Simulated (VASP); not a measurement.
# CoSn (P6/mmm) in VASP: further runs, part 2 of 2

VASP 6.6.1. Earlier steps stand in the parts before.

## Step 4: Single point, PBEsol, collinear spin, ferromagnetic start

File INCAR:

```
  ALGO = Normal
  EDIFF = 1E-6
  ENCUT = 520
  GGA = PS
  ISIF = 2
  ISMEAR = -1
  ISPIN = 2
  LASPH = True
  LCHARG = False
  LMAXMIX = 4
  LORBIT = 11
  LREAL = False
  LWAVE = False
  MAGMOM = 0 0 0 3 3 3
  NBANDS = 48
  NELM = 150
  NUPDOWN = 9.0
  PREC = Accurate
  SIGMA = 0.05
```

File KPOINTS:

```
k-points
0
Gamma
  5 5 6
```

File POSCAR:

```
CoSn
1.0
    5.2460399276      0.0000000000      0.0000000000
   -2.6230199638      4.5432038466      0.0000000000
    0.0000000000      0.0000000000      4.1875903000
Sn Co
3 3
Direct
    0.0000000000      0.0000000000      0.0000000000
    0.3333333333      0.6666666667      0.5000000000
    0.6666666667      0.3333333333      0.5000000000
    0.5000000000      0.0000000000      0.0000000000
    0.5000000000      0.5000000000      0.0000000000
    0.0000000000      0.5000000000      0.0000000000
```

Potentials or basis: VASP PAW PBE potentials, release 64 (Sn_d, Co).

Launch:

```console
$ cat potpaw_PBE.64/Sn_d/POTCAR potpaw_PBE.64/Co/POTCAR > POTCAR
$ mpirun -np 1 vasp_std > vasp.out
```

OUTCAR:

```text
EDIFF = 1E-6
   ENCUT = 520
   GGA = PS
   ISIF = 2
   ISMEAR = -1
   ISPIN = 2
   LASPH = True
   LORBIT = 11
   LREAL = False
   NELM = 150
   NUPDOWN = 9.0
   PREC = Accurate

 ion  position               nearest neighbor table
   1  0.000  0.000  0.000-   4 2.62   4 2.62   6 2.62   6 2.62   5 2.62   5 2.62   3 3.68   3 3.68
                             2 3.68   2 3.68   2 3.68   3 3.68   2 3.68   3 3.68   2 3.68   3 3.68
   2  0.333  0.667  0.500-   6 2.58   6 2.58   4 2.58   4 2.58   5 2.58   5 2.58   3 3.03   3 3.03
                             3 3.03   1 3.68   1 3.68   1 3.68   1 3.68   1 3.68   1 3.68
   3  0.667  0.333  0.500-   6 2.58   6 2.58   4 2.58   4 2.58   5 2.58   5 2.58   2 3.03   2 3.03
                             2 3.03   1 3.68   1 3.68   1 3.68   1 3.68   1 3.68   1 3.68
   4  0.500  0.000  0.000-   2 2.58   3 2.58   2 2.58   3 2.58   1 2.62   1 2.62   6 2.62   5 2.62
                             5 2.62   6 2.62
   5  0.500  0.500  0.000-   2 2.58   3 2.58   2 2.58   3 2.58   6 2.62   6 2.62   1 2.62   4 2.62
                             4 2.62   1 2.62
   6  0.000  0.500  0.000-   2 2.58   3 2.58   2 2.58   3 2.58   5 2.62   5 2.62   1 2.62   1 2.62
                             4 2.62   4 2.62

  LATTYP: Found a hexagonal cell.
 ALAT       =     5.2460399276
 C/A-ratio  =     0.7982383584

  Lattice vectors:

 A1 = (   5.2460399276,   0.0000000000,   0.0000000000)
 A2 = (  -2.6230199638,   4.5432038466,   0.0000000000)
 A3 = (   0.0000000000,   0.0000000000,   4.1875903000)

Analysis of symmetry for initial positions (statically):
=====================================================================
 Subroutine PRICEL returns:
 Original cell was already a primitive cell.

 Routine SETGRP: Setting up the symmetry group for a
 hexagonal supercell.

 Subroutine GETGRP returns: Found 24 space group operations
 (whereof 24 operations were pure point group operations)
 out of a pool of 24 trial point group operations.

The static configuration has the point symmetry D_6h.

[... 187 lines left out ...]
  band No.  band energies     occupation
      1     -10.9287      1.00000
      2     -10.9284      1.00000
      3     -10.9284      1.00000
      4     -10.8915      1.00000
      5     -10.8915      1.00000
      6     -10.8088      1.00000
[... 969 lines left out ...]
     45      18.3351      0.00000
     46      18.4486      0.00000
 Fermi energy:         8.9821379286

 spin component 2

 k-point     1 :       0.0000    0.0000    0.0000
  band No.  band energies     occupation
      1     -10.8349      1.00000
      2     -10.8107      1.00000
      3     -10.8107      1.00000
      4     -10.7922      1.00000
      5     -10.7922      1.00000
      6     -10.7110      1.00000
[... 969 lines left out ...]
     45      19.1794      0.00000
     46      19.2239      0.00000
 [bands above 46 left out]

------------------------ aborting loop because EDIFF is reached ----------------------------------------

  FORCE on cell =-STRESS in cart. coord.  units (eV):
  Direction    XX          YY          ZZ          XY          YZ          ZX
  --------------------------------------------------------------------------------------
  -------------------------------------------------------------------------------------
  Total        9.0877238      9.0877238     15.9954395      0.0000000      0.0000000      0.0000000
  in kB      145.8840128    145.8840128    256.7726478      0.0000000      0.0000000      0.0000000
  external PRESSURE =     182.8468911 kB  Pullay stress =       0.0000000 kB

 VOLUME and BASIS-vectors are now :
 -----------------------------------------------------------------------------
  energy-cutoff  :      520.00
  volume of cell :       99.81
      direct lattice vectors                 reciprocal lattice vectors
     5.246039928  0.000000000  0.000000000     0.190619975  0.110054494  0.000000000
    -2.623019964  4.543203847  0.000000000     0.000000000  0.220108988  0.000000000
     0.000000000  0.000000000  4.187590300     0.000000000  0.000000000  0.238800821

 POSITION                                       TOTAL-FORCE (eV/Angst)
 -----------------------------------------------------------------------------------
      0.00000      0.00000      0.00000         0.000000     -0.000000      0.000000
     -0.00000      3.02880      2.09380        -0.000000      0.000000      0.000000
      2.62302      1.51440      2.09380         0.000000      0.000000      0.000000
      2.62302      0.00000      0.00000         0.000000     -0.000000      0.000000
      1.31151      2.27160      0.00000        -0.000000     -0.000000      0.000000
     -1.31151      2.27160      0.00000         0.000000     -0.000000      0.000000
 -----------------------------------------------------------------------------------
    total drift:                               -0.000000      0.000000     -0.000000

  FREE ENERGIE OF THE ION-ELECTRON SYSTEM (eV)
  ---------------------------------------------------
  free  energy   TOTEN  =       -31.2802705089 eV

  energy  without entropy=      -31.2429858206  energy(sigma->0) =      -31.26162816

 total charge

# of ion       s       p       d       tot
------------------------------------------
    1        1.179   1.276  10.021  12.476
    2        1.182   1.322  10.070  12.574
    3        1.182   1.322  10.070  12.574
    4        0.450   0.541   7.208   8.199
    5        0.450   0.541   7.208   8.199
    6        0.450   0.541   7.208   8.199
--------------------------------------------------
tot          4.895   5.542  51.784  62.221

 magnetization (x)

# of ion       s       p       d       tot
------------------------------------------
    1        0.110   0.336   0.037   0.482
    2        0.111   0.231   0.043   0.385
    3        0.111   0.231   0.043   0.385
    4        0.043   0.090   2.130   2.263
    5        0.043   0.090   2.130   2.263
    6        0.043   0.090   2.130   2.263
--------------------------------------------------
tot          0.461   1.067   6.512   8.040
```

OSZICAR:

```text
N       E                     dE             d eps       ncg     rms          rms(c)
DAV:   1     0.724138478362E+03    0.72414E+03   -0.30659E+04  3936   0.232E+03
DAV:   2     0.836307574613E+02   -0.64051E+03   -0.61124E+03  3840   0.596E+02
DAV:   3    -0.303609395000E+02   -0.11399E+03   -0.11026E+03  4008   0.214E+02
DAV:   4    -0.364088581057E+02   -0.60479E+01   -0.60079E+01  4448   0.552E+01
DAV:   5    -0.365891738331E+02   -0.18032E+00   -0.18029E+00  5296   0.872E+00    0.230E+01
DAV:   6    -0.383960036059E+02   -0.18068E+01   -0.61841E+01  4800   0.861E+01    0.330E+01
DAV:   7    -0.312892209141E+02    0.71068E+01   -0.18650E+01  4472   0.535E+01    0.779E+00
DAV:   8    -0.313871923123E+02   -0.97971E-01   -0.20137E+00  4656   0.942E+00    0.393E+00
DAV:   9    -0.312862005255E+02    0.10099E+00   -0.32232E-01  4768   0.573E+00    0.990E-01
DAV:  10    -0.312817641578E+02    0.44364E-02   -0.35593E-02  4968   0.127E+00    0.413E-01
DAV:  11    -0.312809857680E+02    0.77839E-03   -0.34430E-03  4704   0.462E-01    0.249E-01
DAV:  12    -0.312802982561E+02    0.68751E-03   -0.51514E-04  5584   0.235E-01    0.840E-02
DAV:  13    -0.312802688316E+02    0.29425E-04   -0.11954E-04  5032   0.844E-02    0.451E-02
DAV:  14    -0.312802711543E+02   -0.23227E-05   -0.23395E-05  4600   0.340E-02    0.255E-02
DAV:  15    -0.312802705089E+02    0.64532E-06   -0.40013E-06  3680   0.181E-02
   1 F= -.31280271E+02 E0= -.31261628E+02  d E =-.372847E-01  mag=     9.0000
```

Wall time 5.4 min (1 thread of Oxide Virtual Turin-like, shared host); peak memory 0.3 GiB.

What came out:

```yaml
Free_energy: -31.2803 eV
Pressure: 18.3 GPa
Net_moment: 9.00 μB per cell
Site_moments: Sn +0.48, +0.39 (each value once); Co +2.26 μB
Valence_electrons_inside_the_program's_atomic_spheres: Sn 12.48, 12.57 (each value once); Co 8.20
```

Stress tensor (GPa, compression positive):
```
14.59  0.00  0.00
 0.00 14.59  0.00
 0.00  0.00 25.68
```

Caveat: the stress differs along the axes, from 15 to 26 GPa; the PAW data sets were made with another functional, which shifts forces and pressure a little; the total moment is fixed, so each spin has its own Fermi level and the state may be an excited one.

## Step 5: Overview

| fixed moment (μB) | pressure (GPa) | moment (μB) |
| --- | --- | --- |
| 12.0 | 31.8 | 12.00 |
| 7.5 | 12.2 | 7.50 |
| 9.0 | 18.3 | 9.00 |

Alike in all rows: task single point; level PBEsol; potentials or basis VASP PAW PBE potentials, release 64 (Sn_d, Co); spin collinear, ferromagnetic start; cell as given; k mesh 5 × 5 × 6; cutoff (eV) 520; smearing fermi-dirac 0.05 eV.

Caveats: the PAW data sets were made with another functional, which shifts forces and pressure a little; the total moment is fixed, so each spin has its own Fermi level and the state may be an excited one; the stress differs along the axes, from 27 to 41 GPa (at least some runs); the stress differs along the axes, from 9 to 18 GPa (at least some runs); the stress differs along the axes, from 15 to 26 GPa (at least some runs).

Absolute energies hang on the potentials; compare differences alone.
